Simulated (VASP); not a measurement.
# CdSe in VASP: a series of runs, part 3 of 3

VASP 6.6.1. Earlier steps stand in the parts before.

**5. Electric field gradients, PBE (volume scaled by 1.02)**

The input, INCAR:

```
PREC = Accurate ; ENCUT = 520
EDIFF = 1E-8 ; ISMEAR = -1
SIGMA = 0.03 ; LREAL = False
LASPH = True ; NELM = 100
ALGO = Normal ; ISIF = 2
LWAVE = False ; LCHARG = False
GGA = PE ; LEFG = True
NBANDS = 16
```

The input, KPOINTS:

```
Automatic mesh
0
Gamma
  8 8 8
```

The input, POSCAR:

```
CdSe
1.0
    0.0000000000      3.0906047130      3.0906047130
    3.0906047130      0.0000000000      3.0906047130
    3.0906047130      3.0906047130      0.0000000000
Cd Se
1 1
Direct
    0.0000000000      0.0000000000      0.0000000000
    0.2500000000      0.2500000000      0.2500000000
```

Potentials or basis: VASP PAW PBE potentials, release 64 (Cd, Se).

Command:

```console
cat potpaw_PBE.64/Cd/POTCAR potpaw_PBE.64/Se/POTCAR > POTCAR
mpirun -np 1 vasp_std > vasp.out
```

OUTCAR:

```text
PREC = Accurate
   ENCUT = 520
   EDIFF = 1E-8
   ISMEAR = -1
   LREAL = False
   LASPH = True
   NELM = 100
   ISIF = 2
   GGA = PE

 ion  position               nearest neighbor table
   1  0.000  0.000  0.000-   2 2.68   2 2.68   2 2.68   2 2.68
   2  0.250  0.250  0.250-   1 2.68   1 2.68   1 2.68   1 2.68

  LATTYP: Found a face centered cubic cell.
 ALAT       =     6.1812094260

  Lattice vectors:

 A1 = (   0.0000000000,   3.0906047130,   3.0906047130)
 A2 = (   3.0906047130,   0.0000000000,   3.0906047130)
 A3 = (   3.0906047130,   3.0906047130,   0.0000000000)

Analysis of symmetry for initial positions (statically):
=====================================================================
 Subroutine PRICEL returns:
 Original cell was already a primitive cell.

 Routine SETGRP: Setting up the symmetry group for a
 face centered cubic supercell.

 Subroutine GETGRP returns: Found 24 space group operations
 (whereof 24 operations were pure point group operations)
 out of a pool of 48 trial point group operations.

The static configuration has the point symmetry T_d .

Analysis of symmetry for dynamics (positions and initial velocities):
=====================================================================
 Subroutine PRICEL returns:
 Original cell was already a primitive cell.

 Routine SETGRP: Setting up the symmetry group for a
 face centered cubic supercell.

 Subroutine GETGRP returns: Found 24 space group operations
 (whereof 24 operations were pure point group operations)
 out of a pool of 48 trial point group operations.

The dynamic configuration has the point symmetry T_d .

 Subroutine INISYM returns: Found 24 space group operations
 (whereof 24 operations are pure point group operations),
 and found     1 'primitive' translations

----------------------------------------------------------------------------------------

                                     Primitive cell

  volume of cell :      59.0419

  direct lattice vectors                    reciprocal lattice vectors
     0.000000000  3.090604713  3.090604713    -0.161780637  0.161780637  0.161780637
     3.090604713  0.000000000  3.090604713     0.161780637 -0.161780637  0.161780637
     3.090604713  3.090604713  0.000000000     0.161780637  0.161780637 -0.161780637

  length of vectors
     4.370775101  4.370775101  4.370775101     0.280212283  0.280212283  0.280212283

  position of ions in fractional coordinates (direct lattice)
     0.000000000  0.000000000  0.000000000
     0.250000000  0.250000000  0.250000000

  ion indices of the primitive-cell ions
   primitive index   ion index
                 1           1
                 2           2

----------------------------------------------------------------------------------------

 KPOINTS: Automatic mesh

Automatic generation of k-mesh.
 Grid dimensions read from file:
 generate k-points for:    8    8    8

 Generating k-lattice:

  Cartesian coordinates                     Fractional coordinates (reciprocal lattice)
[... 65 lines left out ...]
   NFREE  =      0    steps in history (QN), initial steepest desc. (CG)
   ISIF   =      2    stress and relaxation
   ISYM   =      2    0-nonsym 1-usesym 2-fastsym
   POTIM  = 0.5000    time-step for ionic-motion
   TEBEG  =    0.0;   TEEND  =   0.0 temperature during run
   PSTRESS=    0.0 pullay stress
   NELECT =      18.0000    total number of electrons
   NUPDOWN=      -1.0000    fix difference up-down
   EMIN   =  10.00;   EMAX   =-10.00  energy-range for DOS
   EFERMI =   0.00;   METHOD = LEGACY
   ISMEAR =    -1;   SIGMA  =   0.03  broadening in eV -4-tet -1-fermi 0-gaus
   EFERMI_NEDOS =   21; number of points for ismear=-14 and -15
   IALGO  =     38    algorithm
   IMIX   =      4    mixing-type and parameters
     AMIX     =   0.40;   BMIX     =  1.00
     AMIX_MAG =   1.60;   BMIX_MAG =  1.00
  volume/ion in A,a.u.               =      29.52       199.22
  Fermi-wavevector in a.u.,A,eV,Ry     =   1.101824  2.082145 16.517690  1.214016
  Thomas-Fermi vector in A             =   2.238257
   LORBIT       =      0    0 simple, 1 ext, 2 COOP (PROOUT), +10 PAW based schemes
   GGA     = PE    functional components
   LHFCALC =     F    Hartree Fock is set to
   AEXX    =    0.0000 exact exchange contribution
   IVDW    =     0    specifies the selected vdW correction
   LEPSILON=     F    determine dielectric tensor
   LRPA    =     F    only Hartree local field effects (RPA)
 non-spin polarized calculation
  energy-cutoff  :      520.00
  volume of cell :       59.04
 maximum number of plane-waves:      1639
 NGX is ok and might be reduce to    36
   NGX = 17   NGY = 17   NGZ = 17

 number of electron      17.9999999 magnetization

 Free energy of the ion-electron system (eV)
  ---------------------------------------------------
  ext. energy  EPLUGINS =         0.00000000
  ---------------------------------------------------
  free energy    TOTEN  =        -5.49816397 eV

  energy without entropy =       -5.49816309  energy(sigma->0) =       -5.49816353

 E-fermi :   0.8421     XC(G=0):  -8.6670

 val. band max:        0.5694811284   @ k =   0.0000   0.0000   0.0000
 cond. band min:       1.0779001630   @ k =   0.0000   0.0000   0.0000
 fundamental gap:      0.5084190346
 Fermi energy:         0.8421055498

 k-point     1 :       0.0000    0.0000    0.0000
  band No.  band energies     occupation
      1     -11.7642      2.00000
      2      -7.2141      2.00000
      3      -7.2141      2.00000
      4      -7.2141      2.00000
      5      -6.8894      2.00000
      6      -6.8894      2.00000
[... 433 lines left out ...]
      3      -7.0790      2.00000
      4      -6.9051      2.00000
      5      -6.8748      2.00000
      6      -6.5536      2.00000
[... 8 lines left out ...]
     15      12.1081      0.00000
     16      13.0321      0.00000

 [... further k-points ...]
[... 5 lines left out ...]
  --------------------------------------------------------------------------------------
  -------------------------------------------------------------------------------------
  Total        0.2153561      0.2153561      0.2153561      0.0000000      0.0000000      0.0000000
  in kB        5.8439613      5.8439613      5.8439613      0.0000000      0.0000000      0.0000000
  external PRESSURE =       5.8439613 kB  Pullay stress =       0.0000000 kB

 VOLUME and BASIS-vectors are now :
 -----------------------------------------------------------------------------
  energy-cutoff  :      520.00
  volume of cell :       59.04
      direct lattice vectors                 reciprocal lattice vectors
     0.000000000  3.090604713  3.090604713    -0.161780637  0.161780637  0.161780637
     3.090604713  0.000000000  3.090604713     0.161780637 -0.161780637  0.161780637
     3.090604713  3.090604713  0.000000000     0.161780637  0.161780637 -0.161780637

 POSITION                                       TOTAL-FORCE (eV/Angst)
 -----------------------------------------------------------------------------------
      0.00000      0.00000      0.00000         0.000000      0.000000      0.000000
      1.54530      1.54530      1.54530        -0.000000     -0.000000     -0.000000
 -----------------------------------------------------------------------------------
    total drift:                               -0.000000     -0.000000     -0.000000

  FREE ENERGIE OF THE ION-ELECTRON SYSTEM (eV)
  ---------------------------------------------------
  free  energy   TOTEN  =        -5.4981639683 eV

  energy  without entropy=       -5.4981630897  energy(sigma->0) =       -5.49816353

 Electric field gradients (V/A^2)
---------------------------------------------------------------------
 ion       V_xx      V_yy      V_zz      V_xy      V_xz      V_yz
---------------------------------------------------------------------
   1      -0.000     0.000    -0.000    -0.002    -0.002    -0.002
   2      -0.000     0.000     0.000     0.000     0.000     0.000
---------------------------------------------------------------------

 Electric field gradients after diagonalization (V/A^2)
 (convention: |V_zz| > |V_xx| > |V_yy|)
----------------------------------------------------------------------
 ion       V_xx      V_yy      V_zz     asymmetry (V_yy - V_xx)/ V_zz
----------------------------------------------------------------------
   1       0.002     0.002    -0.003       0.000
   2      -0.000    -0.000     0.000       0.000
----------------------------------------------------------------------

           NMR quadrupolar parameters

 Cq : quadrupolar parameter    Cq=e*Q*V_zz/h
 eta: asymmetry parameters     (V_yy - V_xx)/ V_zz
 Q  : nuclear electric quadrupole moment in mb (millibarn)
----------------------------------------------------------------------
 ion       Cq(MHz)       eta       Q (mb)
----------------------------------------------------------------------
   1      -0.000       0.000       1.000
   2       0.000       0.000       1.000
----------------------------------------------------------------------
```

OSZICAR:

```text
N       E                     dE             d eps       ncg     rms          rms(c)
DAV:   1     0.106453934137E+03    0.10645E+03   -0.87603E+03   936   0.100E+03
DAV:   2    -0.168455111063E+01   -0.10814E+03   -0.10199E+03  1104   0.245E+02
DAV:   3    -0.586255705768E+01   -0.41780E+01   -0.41707E+01  1128   0.502E+01
DAV:   4    -0.588108321807E+01   -0.18526E-01   -0.18525E-01  1160   0.333E+00
DAV:   5    -0.588120030231E+01   -0.11708E-03   -0.11708E-03  1152   0.231E-01    0.562E+00
DAV:   6    -0.551777747810E+01    0.36342E+00   -0.55749E-01  1376   0.856E+00    0.452E+00
DAV:   7    -0.549692109364E+01    0.20856E-01   -0.13695E-01  1080   0.245E+00    0.199E+00
DAV:   8    -0.549782948528E+01   -0.90839E-03   -0.12450E-02  1032   0.133E+00    0.240E-01
DAV:   9    -0.549804220724E+01   -0.21272E-03   -0.13613E-03  1120   0.457E-01    0.477E-02
DAV:  10    -0.549811208731E+01   -0.69880E-04   -0.15115E-04  1168   0.149E-01    0.443E-02
DAV:  11    -0.549816347642E+01   -0.51389E-04   -0.83886E-05  1144   0.573E-02    0.172E-02
DAV:  12    -0.549816321987E+01    0.25656E-06   -0.16188E-06  1064   0.142E-02    0.756E-03
DAV:  13    -0.549816389691E+01   -0.67705E-06   -0.19572E-06  1136   0.743E-03    0.311E-03
DAV:  14    -0.549816386803E+01    0.28880E-07   -0.82472E-08  1176   0.201E-03    0.189E-03
DAV:  15    -0.549816396936E+01   -0.10133E-06   -0.22132E-08  1152   0.102E-03    0.935E-05
DAV:  16    -0.549816396826E+01    0.11023E-08   -0.51322E-10   712   0.151E-04
   1 F= -.54981640E+01 E0= -.54981635E+01  d E =-.878516E-06
```

stdout:

```text
POSCAR found type information on POSCAR CdSe
 POSCAR found :  2 types and       2 ions
 scaLAPACK will be used
 LDA part: xc-table for (Slater+PW92), standard interpolation
 POSCAR, INCAR and KPOINTS ok, starting setup
 FFT: planning ... GRIDC
 FFT: planning ... GRID_SOFT
 FFT: planning ... GRID
 WAVECAR not read
 entering main loop
ion   1

ion   2
```

Run time: 16 s. Hardware: 1 thread of Intel Xeon 6975P-C (Granite Rapids), shared host; peak memory 0.21 GiB.

What came out:

```
Free energy            : -5.4982 eV
Pressure               : 0.6 GPa
Band gap on the k mesh : 0.51 eV, direct
```

Caveat: without QUAD_EFG the Cq values of the log hold for a quadrupole moment of 1 mb, not for the nuclei.

**6. The runs side by side**

```csv
cell,gap on the mesh (eV),pressure (GPa)
"a = 4.408, b = 4.408, c = 4.342 Å, angles 60.5, 60.5, 59.0°, 2 atoms",0.45,0.1
"a = 4.386, b = 4.386, c = 4.429 Å, angles 59.7, 59.7, 60.7°, 2 atoms",0.43,-0.3
"a = 4.399 Å, angles 60.0°, 2 atoms",0.47,-0.3
"a = 4.371 Å, angles 60.0°, 2 atoms",0.51,0.6
```

Alike in all rows: task electric field gradients; level PBE; potentials or basis VASP PAW PBE potentials, release 64 (Cd, Se); no spin polarisation; k mesh 8 × 8 × 8; cutoff (eV) 520; smearing fermi-dirac 0.03 eV.

Total energies depend on the potentials used, so only differences within one code and one set of settings carry meaning.
